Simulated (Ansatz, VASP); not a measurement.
CaB6 in VASP and in Ansatz

File INCAR:

```
SYSTEM = CaB6
  PREC = Accurate
  ENCUT = 600
  EDIFF = 1E-6
  ISMEAR = 0
  SIGMA = 0.2
  LREAL = .False.
  LASPH = .True.
  NELM = 100
  ALGO = Normal
  ISIF = 3
  LWAVE = .False.
  LCHARG = .False.
  GGA = PE
  IBRION = 2
  NSW = 36
  EDIFFG = -0.08
```

File KPOINTS:

```
regular mesh
0
Gamma
  4 4 4
  0 0 0
```

Contents of POSCAR:

```
CaB6
1.0
    4.0471584700      0.0000000000      0.0000000000
    0.0000000000      4.0471584700      0.0000000000
    0.0000000000      0.0000000000      4.0471584700
Ca B
1 6
Direct
    0.0000000000      0.0000000000      0.0000000000
    0.2070000000      0.5000000000      0.5000000000
    0.5000000000      0.2070000000      0.5000000000
    0.7930000000      0.5000000000      0.5000000000
    0.5000000000      0.7930000000      0.5000000000
    0.5000000000      0.5000000000      0.2070000000
    0.5000000000      0.5000000000      0.7930000000
```

Input for Ansatz:

```yaml
crystal:
  lattice:
    - [4.04715847, 0.0, 0.0]
    - [0.0, 4.04715847, 0.0]
    - [0.0, 0.0, 4.04715847]
  atoms:
    - { symbol: Ca, position: [0.0, 0.0, 0.0] }
    - { symbol: B, position: [0.207, 0.5, 0.5] }
    - { symbol: B, position: [0.5, 0.207, 0.5] }
    - { symbol: B, position: [0.793, 0.5, 0.5] }
    - { symbol: B, position: [0.5, 0.793, 0.5] }
    - { symbol: B, position: [0.5, 0.5, 0.207] }
    - { symbol: B, position: [0.5, 0.5, 0.793] }
basis:
  ecutwfc: 420
kpoints:
  mp_grid: { grid: [4, 4, 4] }
hamiltonian:
  xc: pbe
scf:
  occupations: { method: gaussian, width: 0.2 }
  lower_state_search: "off"
output:
  forces: true
  stress: true
  eigenvalues: true
relax:
  adjacent_minimum: "off"
  f_tol: 0.08
  max_steps: 16
  cell: { stress_tol: 0.8 }
```

Change from the starting cell: species swapped into the GdB6 type (Pm-3m, No. 221).

Alike in both runs: task relaxation of cell and atoms; functional PBE; k mesh 4 × 4 × 4; occupations gaussian, width 0.2 eV; no spin polarisation.

|  | VASP | Ansatz |
| --- | --- | --- |
| version | VASP 6.6.1 | Ansatz 0.2.0 |
| potentials or method | VASP PAW PBE potentials, release 64 (Ca_sv, B), cutoff 600 eV | scalar-relativistic, plane waves, PAW |
| valence electrons in the cell | 28 | 28 |

|  | VASP | Ansatz | Ansatz less VASP |
| --- | --- | --- | --- |
| gap on the k mesh at the Fermi level, each at its own relaxed structure (eV) | 0.16 | 0.15 | -0.005 |
| relaxed volume (Å³/atom) | 10.19 | 10.16 | -0.021 |
| relaxed cell length with the largest relative difference (Å) | 4.147 | 4.144 | -0.0029 |
